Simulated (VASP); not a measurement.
Wanted: the native input for a VASP 6.6.1 run.

```
Task                   : single point
Functional             : PBE
Potentials or basis    : VASP PAW PBE potentials, release 64 (Mo_sv, Br, F)
Cutoff                 : 520 eV
k mesh                 : 8 × 8 × 8
Occupations            : gaussian, width 0.1 eV
Spin                   : collinear spin
Starting moments       : [4.51, -0.23, 0.0, 0.0, 0.0] μB
Dipole correction      : no
Further INCAR settings : ALGO = Normal; EDIFF = 1e-06; NBANDS = 33
```

The structure of MoBrF3 lies in POSCAR:

```
MoBrF3
1.0
    4.5845511414      0.0000000000      0.0000000000
    0.0000000000      4.5845511414      0.0000000000
    0.0000000000      0.0000000000      4.5845511414
Mo Br F
1 1 3
Direct
    0.0000000000      0.0000000000      0.0000000000
    0.5000000000      0.5000000000      0.5000000000
    0.5000000000      0.5000000000      0.0000000000
    0.5000000000      0.0000000000      0.5000000000
    0.0000000000      0.5000000000      0.5000000000
```

These files were run (other wordings do the same):

INCAR

```
  ALGO = Normal
  EDIFF = 1E-6
  ENCUT = 520
  GGA = PE
  ISIF = 2
  ISMEAR = 0
  ISPIN = 2
  LASPH = True
  LCHARG = False
  LMAXMIX = 4
  LORBIT = 11
  LREAL = False
  LWAVE = False
  MAGMOM = 4.51 -0.23 0 0 0
  NBANDS = 33
  NELM = 150
  PREC = Accurate
  SIGMA = 0.1
```

KPOINTS

```
k-points
0
Gamma
  8 8 8
```

Potentials or basis: VASP PAW PBE potentials, release 64 (Mo_sv, Br, F).

Launch:

```console
$ cat potpaw_PBE.64/Mo_sv/POTCAR potpaw_PBE.64/Br/POTCAR potpaw_PBE.64/F/POTCAR > POTCAR
$ mpirun -np 1 vasp_std > vasp.out
```

It gave:

```yaml
Pressure: -0.2 GPa
Net_moment: 4.26 μB per cell
Site_moments: Mo +4.01; Br -0.26; F -0.04 μB
Valence_electrons_inside_the_program's_atomic_spheres: Mo 12.02; Br 4.56; F 5.98
```

Wall time 3.1 min on 1 thread of Intel(R) Xeon(R) Platinum 8488C (Sapphire Rapids), on a shared host, peak memory 0.35 GiB.
